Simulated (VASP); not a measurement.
# SiO2 (P4_2/mnm) in VASP: dielectric tensor with PBEsol

Aim: the dielectric tensor of SiO2 with PBEsol.

Program: VASP 6.6.1. These are calculated values, not measurements. Logs are shortened: lines on timing, memory, paths and dates and some standing lists are left out, and cuts for length are marked.

### 1 The cell of the first run

It takes space group P4_2/mnm (No. 136, tetragonal). The conventional cell has a = 4.177 Å, b = 4.177 Å, c = 2.665 Å, α = 90.00°, β = 90.00°, γ = 90.00°. Within 2.3 Å of Si (site symmetry mmm) lie 6 O at 1.76 to 1.81 Å. Within 2.3 Å of O (site symmetry m2m) lie 3 Si at 1.76 to 1.81 Å and 1 O at 2.29 Å.

### 2 Dielectric tensor, PBEsol

File INCAR:

```
PREC     = Accurate       # precision mode
ENCUT    = 520            # plane-wave cutoff, eV
EDIFF    = 1E-8           # SCF threshold, eV
ISMEAR   = 0              # smearing method
SIGMA    = 0.01           # smearing width, eV
LREAL    = F              # projectors in reciprocal space
LASPH    = T              # aspherical terms in the spheres
NELM     = 100            # most SCF steps
ALGO     = Normal         # electronic algorithm
ISIF     = 2              # what is computed and relaxed
LWAVE    = F              # write WAVECAR
LCHARG   = F              # write CHGCAR
GGA      = PS             # functional
LEPSILON = T              # dielectric tensor by DFPT
```

File KPOINTS:

```
Automatic mesh
0
Gamma
  6 6 8
```

File POSCAR:

```
SiO2
1.0
    4.1773000000      0.0000000000      0.0000000000
    0.0000000000      4.1773000000      0.0000000000
    0.0000000000      0.0000000000      2.6652000000
Si O
2 4
Direct
    0.0000000000      0.0000000000      0.0000000000
    0.5000000000      0.5000000000      0.5000000000
    0.3059000000      0.3059000000      0.0000000000
    0.1941000000      0.8059000000      0.5000000000
    0.6941000000      0.6941000000      0.0000000000
    0.8059000000      0.1941000000      0.5000000000
```

Potentials or basis: VASP PAW PBE potentials, release 64 (Si, O).

Command:

```
> cat potpaw_PBE.64/Si/POTCAR potpaw_PBE.64/O/POTCAR > POTCAR
> mpirun -np 1 vasp_std > vasp.out
```

OUTCAR:

```text
PREC = Accurate
   ENCUT = 520
   EDIFF = 1E-8
   ISMEAR = 0
   LREAL = F
   LASPH = T
   NELM = 100
   ISIF = 2
   GGA = PS
   LEPSILON = T

 ion  position               nearest neighbor table
   1  0.000  0.000  0.000-   4 1.76   6 1.76   4 1.76   6 1.76   5 1.81   3 1.81
   2  0.500  0.500  0.500-   3 1.76   5 1.76   3 1.76   5 1.76   4 1.81   6 1.81
   3  0.306  0.306  0.000-   2 1.76   2 1.76   1 1.81
   4  0.194  0.806  0.500-   1 1.76   1 1.76   2 1.81
   5  0.694  0.694  0.000-   2 1.76   2 1.76   1 1.81
   6  0.806  0.194  0.500-   1 1.76   1 1.76   2 1.81

  LATTYP: Found a simple tetragonal cell.
 ALAT       =     4.1773000000
 C/A-ratio  =     0.6380197735

  Lattice vectors:

 A1 = (   4.1773000000,   0.0000000000,   0.0000000000)
 A2 = (   0.0000000000,   4.1773000000,   0.0000000000)
 A3 = (   0.0000000000,   0.0000000000,   2.6652000000)

Analysis of symmetry for initial positions (statically):
=====================================================================
 Subroutine PRICEL returns:
 Original cell was already a primitive cell.

 Routine SETGRP: Setting up the symmetry group for a
 simple tetragonal supercell.

 Subroutine GETGRP returns: Found 16 space group operations
 (whereof  8 operations were pure point group operations)
 out of a pool of 16 trial point group operations.

The static configuration has the point symmetry D_2h.
 The point group associated with its full space group is D_4h.

Analysis of symmetry for dynamics (positions and initial velocities):
=====================================================================
 Subroutine PRICEL returns:
 Original cell was already a primitive cell.

 Routine SETGRP: Setting up the symmetry group for a
 simple tetragonal supercell.

 Subroutine GETGRP returns: Found 16 space group operations
 (whereof  8 operations were pure point group operations)
 out of a pool of 16 trial point group operations.

The dynamic configuration has the point symmetry D_2h.
 The point group associated with its full space group is D_4h.

 Subroutine INISYM returns: Found 16 space group operations
 (whereof  8 operations are pure point group operations),
 and found     1 'primitive' translations
[... 731 lines left out ...]
      3.36649      0.81081      1.33260        -0.063439      0.063439     -0.000000
 -----------------------------------------------------------------------------------
    total drift:                                0.000000      0.000000     -0.000000

  FREE ENERGIE OF THE ION-ELECTRON SYSTEM (eV)
  ---------------------------------------------------
  free  energy   TOTEN  =       -48.9730344526 eV

  energy  without entropy=      -48.9730344526  energy(sigma->0) =      -48.97303445

 HEAD OF MICROSCOPIC STATIC DIELECTRIC TENSOR (INDEPENDENT PARTICLE, excluding Hartree and local field effects)
 ------------------------------------------------------
           3.473356     0.000000     0.000000
          -0.000000     3.473356     0.000000
           0.000000     0.000000     3.681482
 ------------------------------------------------------

 Free energy of the ion-electron system (eV)
  ---------------------------------------------------
  ---------------------------------------------------
  free energy    TOTEN  =        -0.32806025 eV

  energy without entropy =       -0.32806025

------------------------ aborting loop because EDIFF is reached ----------------------------------------

--------------------------------------- Ionic step        2  -------------------------------------------

------------------------ aborting loop because EDIFF is reached ----------------------------------------

--------------------------------------- Ionic step        3  -------------------------------------------

 Free energy of the ion-electron system (eV)
  ---------------------------------------------------
  ---------------------------------------------------
  free energy    TOTEN  =        -0.35177459 eV

  energy without entropy =       -0.35177459

------------------------ aborting loop because EDIFF is reached ----------------------------------------

 PIEZOELECTRIC TENSOR FIELD DIRECTION 3  (e Angst)
 -----------------------------------------------------------------------------
    -0.00047 -0.00000  0.00000           ( -0.00003 -0.00000  0.00000)
    -0.00000 -0.00047  0.00000           ( -0.00000 -0.00003  0.00000)
     0.00000  0.00000 -0.00058           (  0.00000  0.00000 -0.00010)

 PIEZOELECTRIC TENSOR FIELD DIRECTION 3  (C/m^2)
 -----------------------------------------------------------------------------
    -0.00016 -0.00000  0.00000
    -0.00000 -0.00016  0.00000
     0.00000  0.00000 -0.00020

 MACROSCOPIC STATIC DIELECTRIC TENSOR (including local field effects in DFT)
 ------------------------------------------------------
           3.384377    -0.000000     0.000000
           0.000000     3.384377     0.000000
           0.000000     0.000000     3.553063
 ------------------------------------------------------

 PIEZOELECTRIC TENSOR (including local field effects)  for field in x, y, z        (e  Angst)
          XX          YY          ZZ          XY          YZ          ZX
  --------------------------------------------------------------------------------
  x     0.00000     0.00000     0.00000     0.00000     0.00000     0.00000
  y     0.00000     0.00000     0.00000     0.00000     0.00000     0.00000
  z     0.00000     0.00000     0.00000     0.00000     0.00000     0.00000

 PIEZOELECTRIC TENSOR (including local field effects)  for field in x, y, z        (C/m^2)
          XX          YY          ZZ          XY          YZ          ZX
  --------------------------------------------------------------------------------
  x     0.00000     0.00000     0.00000     0.00000     0.00000     0.00000
  y     0.00000     0.00000     0.00000     0.00000     0.00000     0.00000
  z     0.00000     0.00000     0.00000     0.00000     0.00000     0.00000

 BORN EFFECTIVE CHARGES (including local field effects) (in |e|, cummulative output)
 ---------------------------------------------------------------------------------
 ion    1
    1     3.78862     0.37053     0.00000
    2     0.37053     3.78862     0.00000
    3     0.00000     0.00000     4.03055
 ion    2
    1     3.78862    -0.37053     0.00000
    2    -0.37053     3.78862     0.00000
    3     0.00000     0.00000     4.03055
 ion    3
    1    -1.89431    -0.56432     0.00000
    2    -0.56432    -1.89431     0.00000
    3     0.00000     0.00000    -2.01528
 ion    4
    1    -1.89431     0.56432     0.00000
    2     0.56432    -1.89431     0.00000
    3     0.00000     0.00000    -2.01528
 ion    5
    1    -1.89431    -0.56432     0.00000
    2    -0.56432    -1.89431     0.00000
    3     0.00000     0.00000    -2.01528
 ion    6
    1    -1.89431     0.56432     0.00000
    2     0.56432    -1.89431     0.00000
    3     0.00000     0.00000    -2.01528
```

It took 7 min on 1 thread of Intel Xeon 8259CL, shared host; peak memory 0.32 GiB.

What came out:

| Property | Result |
| --- | --- |
| Band gap on the k mesh | 5.59 eV |
| Electronic dielectric tensor (diagonal) | 3.38, 3.38, 3.55 |
| Born charges (mean of the diagonal) | Si +3.87; O -1.93 e |

Electronic dielectric tensor:
```
3.38 0.00 0.00
0.00 3.38 0.00
0.00 0.00 3.55
```

Born effective charge tensors (e):
atom 1, Si
```
3.79 0.37 0.00
0.37 3.79 0.00
0.00 0.00 4.03
```
atom 2, Si
```
 3.79 -0.37  0.00
-0.37  3.79  0.00
 0.00  0.00  4.03
```
atom 3, O
```
-1.89 -0.56  0.00
-0.56 -1.89  0.00
 0.00  0.00 -2.02
```
atom 4, O
```
-1.89  0.56  0.00
 0.56 -1.89  0.00
 0.00  0.00 -2.02
```
atom 5, O
```
-1.89 -0.56  0.00
-0.56 -1.89  0.00
 0.00  0.00 -2.02
```
atom 6, O
```
-1.89  0.56  0.00
 0.56 -1.89  0.00
 0.00  0.00 -2.02
```

 A k mesh can miss the band edges.
